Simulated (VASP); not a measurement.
# Si2Mo (I4/mmm) in VASP: further runs

The runs below take Si2Mo through single point, with r2SCAN.

Program: VASP 6.6.1. These are calculated values, not measurements. Logs are shortened: lines on timing, memory, paths and dates and some standing lists are left out, and cuts for length are marked.

### 1 The cell of the first run

The structure is tetragonal, space group I4/mmm (No. 139). The conventional cell has a = 3.157 Å, b = 3.157 Å, c = 7.755 Å, α = 90.00°, β = 90.00°, γ = 90.00°. Mo (site symmetry 4/mmm) has 10 Si at 2.58 Å and 4 Mo at 3.16 Å within 3.4 Å. Si (site symmetry 4mm) has 9 Si at 2.58 to 3.16 Å and 5 Mo at 2.58 Å within 3.4 Å.

### 2 Single point, r2SCAN

POSCAR

```
Si2Mo
1.0
   -1.5783757276      1.5783757276      3.8773786233
    1.5783757276     -1.5783757276      3.8773786233
    1.5783757276      1.5783757276     -3.8773786233
Mo Si
1 2
Direct
    0.0000000000      0.0000000000      0.0000000000
    0.6670000000      0.6670000000      0.0000000000
    0.3330000000      0.3330000000      0.0000000000
```

INCAR.step1

```
SYSTEM = Si2Mo
ALGO = Normal
EDIFF = 1E-4
ENCUT = 520
GGA = PE
ISMEAR = -1
LASPH = .TRUE.
LCHARG = .FALSE.
LREAL = .FALSE.
LWAVE = .TRUE.
NBANDS = 18
NELM = 100
PREC = Accurate
SIGMA = 0.05
```

INCAR.step2

```
SYSTEM = Si2Mo
ALGO = Normal
EDIFF = 1E-7
ENCUT = 520
ISIF = 2
ISMEAR = -1
ISTART = 1
LASPH = .TRUE.
LCHARG = .FALSE.
LMIXTAU = .TRUE.
LREAL = .FALSE.
LWAVE = .FALSE.
METAGGA = R2SCAN
NBANDS = 18
NELM = 100
PREC = Accurate
SIGMA = 0.05
```

KPOINTS

```
k-points
0
G
  12 12 12
  0 0 0
```

Potentials or basis: VASP PAW PBE potentials, release 64 (Mo_sv, Si).

On the command line:

```sh
$ cat potpaw_PBE.64/Mo_sv/POTCAR potpaw_PBE.64/Si/POTCAR > POTCAR
$ cp INCAR.step1 INCAR
$ mpirun -np 1 vasp_std > vasp.out
$ cp INCAR.step2 INCAR
$ mpirun -np 1 vasp_std > vasp.out
```

OUTCAR:

```text
SYSTEM = Si2Mo
   EDIFF = 1E-7
   ENCUT = 520
   ISIF = 2
   ISMEAR = -1
   ISTART = 1
   LASPH = .TRUE.
   LREAL = .FALSE.
   METAGGA = R2SCAN
   NELM = 100
   PREC = Accurate

 ion  position               nearest neighbor table
   1  0.000  0.000  0.000-   2 2.58   2 2.58   2 2.58   3 2.58   2 2.58   3 2.58   3 2.58   3 2.58
                             2 2.58   3 2.58
   2  0.667  0.667  0.000-   3 2.58   3 2.58   3 2.58   3 2.58   1 2.58   1 2.58   1 2.58   1 2.58
                             1 2.58   3 2.59
   3  0.333  0.333  0.000-   2 2.58   2 2.58   2 2.58   2 2.58   1 2.58   1 2.58   1 2.58   1 2.58
                             1 2.58   2 2.59

  LATTYP: Found a body centered tetragonal cell.
 ALAT       =     3.1567514552
 C/A-ratio  =     2.4565625000

  Lattice vectors:

 A1 = (  -1.5783757276,   1.5783757276,   3.8773786233)
 A2 = (   1.5783757276,  -1.5783757276,   3.8773786233)
 A3 = (   1.5783757276,   1.5783757276,  -3.8773786233)

Analysis of symmetry for initial positions (statically):
=====================================================================
 Subroutine PRICEL returns:
 Original cell was already a primitive cell.

 Routine SETGRP: Setting up the symmetry group for a
 body centered tetragonal supercell.

 Subroutine GETGRP returns: Found 16 space group operations
 (whereof 16 operations were pure point group operations)
 out of a pool of 16 trial point group operations.

The static configuration has the point symmetry D_4h.

Analysis of symmetry for dynamics (positions and initial velocities):
=====================================================================
 Subroutine PRICEL returns:
 Original cell was already a primitive cell.

 Routine SETGRP: Setting up the symmetry group for a
 body centered tetragonal supercell.

 Subroutine GETGRP returns: Found 16 space group operations
 (whereof 16 operations were pure point group operations)
 out of a pool of 16 trial point group operations.

The dynamic configuration has the point symmetry D_4h.

 Subroutine INISYM returns: Found 16 space group operations
 (whereof 16 operations are pure point group operations),
 and found     1 'primitive' translations

----------------------------------------------------------------------------------------

                                     Primitive cell

  volume of cell :      38.6384

  direct lattice vectors                    reciprocal lattice vectors
    -1.578375728  1.578375728  3.877378623     0.000000000  0.316781354  0.128953102
[... 89 lines left out ...]
   LREAL  =      F    real-space projection
   EDIFFG = 0.1E-05   stopping-criterion for IOM
   NSW    =      0    number of steps for IOM
   IBRION =     -1    ionic relax: 0-MD 1-quasi-New 2-CG
   NFREE  =      0    steps in history (QN), initial steepest desc. (CG)
   ISIF   =      2    stress and relaxation
   ISYM   =      2    0-nonsym 1-usesym 2-fastsym
   POTIM  = 0.5000    time-step for ionic-motion
   TEBEG  =    0.0;   TEEND  =   0.0 temperature during run
   PSTRESS=    0.0 pullay stress
   NELECT =      22.0000    total number of electrons
   NUPDOWN=      -1.0000    fix difference up-down
   EMIN   =  10.00;   EMAX   =-10.00  energy-range for DOS
   EFERMI =   0.00;   METHOD = LEGACY
   ISMEAR =    -1;   SIGMA  =   0.05  broadening in eV -4-tet -1-fermi 0-gaus
   EFERMI_NEDOS =   21; number of points for ismear=-14 and -15
   IALGO  =     38    algorithm
   IMIX   =      4    mixing-type and parameters
     AMIX     =   0.40;   BMIX     =  1.00
     AMIX_MAG =   1.60;   BMIX_MAG =  1.00
  volume/ion in A,a.u.               =      12.88        86.91
  Fermi-wavevector in a.u.,A,eV,Ry     =   1.356884  2.564139 25.050152  1.841134
  Thomas-Fermi vector in A             =   2.483849
   LORBIT       =      0    0 simple, 1 ext, 2 COOP (PROOUT), +10 PAW based schemes
   METAGGA = R2SCAN    functional components
   LHFCALC =     F    Hartree Fock is set to
   AEXX    =    0.0000 exact exchange contribution
   IVDW    =     0    specifies the selected vdW correction
   LEPSILON=     F    determine dielectric tensor
   LRPA    =     F    only Hartree local field effects (RPA)
 non-spin polarized calculation
  energy-cutoff  :      520.00
  volume of cell :       38.64
 maximum number of plane-waves:      1056
 NGX is ok and might be reduce to    36
   NGX = 17   NGY = 17   NGZ = 17

 number of electron      22.0000000 magnetization

 Free energy of the ion-electron system (eV)
  ---------------------------------------------------
  ext. energy  EPLUGINS =         0.00000000
  ---------------------------------------------------
  free energy    TOTEN  =       -44.97134839 eV

  energy without entropy =      -44.96909603  energy(sigma->0) =      -44.97022221

 E-fermi :  12.8886     XC(G=0): -13.6033

 val. band max:       12.8309058273   @ k =  -0.4167   0.5000   0.3333
 cond. band min:      12.9071726279   @ k =   0.0833   0.0000   0.0000
 fundamental gap:      0.0762668007
 Fermi energy:        12.8885698487

 k-point     1 :       0.0000    0.0000    0.0000
  band No.  band energies     occupation
      1     -49.7035      2.00000
      2     -23.1898      2.00000
      3     -23.0485      2.00000
      4     -23.0485      2.00000
      5      -1.6674      2.00000
      6       5.8993      2.00000
[... 481 lines left out ...]
      5       1.5531      2.00000
      6       4.2394      2.00000
[... 10 lines left out ...]
     17      20.8854      0.00000
     18      21.8721      0.00000

 [... further k-points ...]

------------------------ aborting loop because EDIFF is reached ----------------------------------------

  FORCE on cell =-STRESS in cart. coord.  units (eV):
  Direction    XX          YY          ZZ          XY          YZ          ZX
  --------------------------------------------------------------------------------------
  -------------------------------------------------------------------------------------
  Total        2.2144380      2.2144380      1.8985588      0.0000000      0.0000000      0.0000000
  in kB       91.8237711     91.8237711     78.7255373      0.0000000      0.0000000      0.0000000
  external PRESSURE =      87.4576932 kB  Pullay stress =       0.0000000 kB

 VOLUME and BASIS-vectors are now :
 -----------------------------------------------------------------------------
  energy-cutoff  :      520.00
  volume of cell :       38.64
      direct lattice vectors                 reciprocal lattice vectors
    -1.578375728  1.578375728  3.877378623     0.000000000  0.316781354  0.128953102
     1.578375728 -1.578375728  3.877378623     0.316781354  0.000000000  0.128953102
     1.578375728  1.578375728 -3.877378623     0.316781354  0.316781354  0.000000000

 POSITION                                       TOTAL-FORCE (eV/Angst)
 -----------------------------------------------------------------------------------
      0.00000      0.00000      0.00000         0.000000      0.000000     -0.000000
      0.00000      0.00000      5.17242         0.000000      0.000000     -0.271963
      0.00000      0.00000      2.58233        -0.000000     -0.000000      0.271963
 -----------------------------------------------------------------------------------
    total drift:                                0.000000      0.000000     -0.000000

  FREE ENERGIE OF THE ION-ELECTRON SYSTEM (eV)
  ---------------------------------------------------
  free  energy   TOTEN  =       -44.9713483904 eV

  energy  without entropy=      -44.9690960259  energy(sigma->0) =      -44.97022221
```

Wall time 9.2 min (1 thread of Intel Xeon 6975P-C (Granite Rapids), shared host); peak memory 0.29 GiB.

What came out:

| Quantity | Value |
| --- | --- |
| Free energy | -44.9713 eV |
| Pressure | 8.7 GPa |
| Largest force | 0.272 eV/Å |
| Band gap on the k mesh | zero (bands 11 and 12 overlap by 1.14 eV) |

Forces in eV/Å, atoms in the order of the input:
```
Mo   0.000  0.000  0.000
Si   0.000  0.000 -0.272
Si   0.000  0.000  0.272
```

Caveat: the cell stands under pressure; the PAW data sets were made with another functional, which shifts forces and pressure a little.

### 3 Single point, r2SCAN

This run uses another cell than the first one, of 13.15 Å³/atom.

POSCAR

```
Si2Mo
1.0
   -1.5892614214      1.5892614214      3.9041200105
    1.5892614214     -1.5892614214      3.9041200105
    1.5892614214      1.5892614214     -3.9041200105
Mo Si
1 2
Direct
    0.0000000000      0.0000000000      0.0000000000
    0.6670000000      0.6670000000      0.0000000000
    0.3330000000      0.3330000000      0.0000000000
```

INCAR.step1

```
  PREC = Accurate
  ENCUT = 520
  ISMEAR = -1
  SIGMA = 0.05
  LREAL = F
  LASPH = T
  NELM = 60
  NBANDS = 18
  GGA = PE
  ALGO = Normal
  EDIFF = 1E-4
  LWAVE = T
  LCHARG = F
```

INCAR.step2

```
  PREC = Accurate
  ENCUT = 520
  EDIFF = 1E-6
  ISMEAR = -1
  SIGMA = 0.05
  LREAL = F
  LASPH = T
  NELM = 60
  ALGO = Normal
  ISIF = 2
  LWAVE = F
  LCHARG = T
  METAGGA = R2SCAN
  LMIXTAU = T
  LELF = T
  LVHAR = T
  NBANDS = 18
  ISTART = 1
```

KPOINTS

```
regular mesh
0
Gamma
  12 12 12
```

Potentials or basis: VASP PAW PBE potentials, release 64 (Mo_sv, Si).

On the command line:

```sh
$ cat potpaw_PBE.64/Mo_sv/POTCAR potpaw_PBE.64/Si/POTCAR > POTCAR
$ cp INCAR.step1 INCAR
$ mpirun -np 1 vasp_std > vasp.out
$ cp INCAR.step2 INCAR
$ mpirun -np 1 vasp_std > vasp.out
```

OUTCAR:

```text
PREC = Accurate
   ENCUT = 520
   EDIFF = 1E-6
   ISMEAR = -1
   LREAL = F
   LASPH = T
   NELM = 60
   ISIF = 2
   METAGGA = R2SCAN
   ISTART = 1

 ion  position               nearest neighbor table
   1  0.000  0.000  0.000-   2 2.60   3 2.60   2 2.60   3 2.60   2 2.60   3 2.60   3 2.60   2 2.60
                             2 2.60   3 2.60
   2  0.667  0.667  0.000-   3 2.59   3 2.59   3 2.59   3 2.59   1 2.60   1 2.60   1 2.60   1 2.60
                             1 2.60   3 2.61
[... 705 lines left out ...]
  Direction    XX          YY          ZZ          XY          YZ          ZX
  --------------------------------------------------------------------------------------
  -------------------------------------------------------------------------------------
  Total        1.0533256      1.0533256      0.5490299      0.0000000      0.0000000      0.0000000
  in kB       42.7857734     42.7857734     22.3014332      0.0000000      0.0000000      0.0000000
  external PRESSURE =      35.9576600 kB  Pullay stress =       0.0000000 kB

 VOLUME and BASIS-vectors are now :
 -----------------------------------------------------------------------------
  energy-cutoff  :      520.00
  volume of cell :       39.44
      direct lattice vectors                 reciprocal lattice vectors
    -1.589261421  1.589261421  3.904120010     0.000000000  0.314611551  0.128069834
     1.589261421 -1.589261421  3.904120010     0.314611551  0.000000000  0.128069834
     1.589261421  1.589261421 -3.904120010     0.314611551  0.314611551  0.000000000

 POSITION                                       TOTAL-FORCE (eV/Angst)
 -----------------------------------------------------------------------------------
      0.00000      0.00000      0.00000        -0.000000     -0.000000      0.000000
      0.00000      0.00000      5.20810        -0.000000     -0.000000     -0.310907
      0.00000      0.00000      2.60014         0.000000      0.000000      0.310907
 -----------------------------------------------------------------------------------
    total drift:                                0.000000      0.000000     -0.000000

  FREE ENERGIE OF THE ION-ELECTRON SYSTEM (eV)
  ---------------------------------------------------
  free  energy   TOTEN  =       -45.0022239776 eV

  energy  without entropy=      -44.9999066009  energy(sigma->0) =      -45.00106529
```

OUTCAR.step1:

```text
PREC = Accurate
   ENCUT = 520
   ISMEAR = -1
   LREAL = F
   LASPH = T
[... 732 lines left out ...]
      0.00000      0.00000      0.00000        -0.000000     -0.000000      0.000000
      0.00000      0.00000      5.20810         0.000000      0.000000     -0.244909
      0.00000      0.00000      2.60014        -0.000000     -0.000000      0.244909
 -----------------------------------------------------------------------------------
    total drift:                                0.000000      0.000000     -0.000000

  FREE ENERGIE OF THE ION-ELECTRON SYSTEM (eV)
  ---------------------------------------------------
  free  energy   TOTEN  =       -23.2297320723 eV

  energy  without entropy=      -23.2275466372  energy(sigma->0) =      -23.22863935
```

Run time: 8.4 min. Hardware: 1 thread of Intel Xeon 6975P-C (Granite Rapids), shared host; peak memory 0.28 GiB.

Results:

```
Free energy            : -45.0022 eV
Pressure               : 3.6 GPa
Largest force          : 0.311 eV/Å
Band gap on the k mesh : zero (bands 11 and 12 overlap by 1.13 eV)
```

Forces in eV/Å, atoms in the order of the input:
```
Mo   0.000  0.000  0.000
Si   0.000  0.000 -0.311
Si   0.000  0.000  0.311
```

Caveat: the cell stands under pressure; the PAW data sets were made with another functional, which shifts forces and pressure a little.

[end of part 1 of 2]
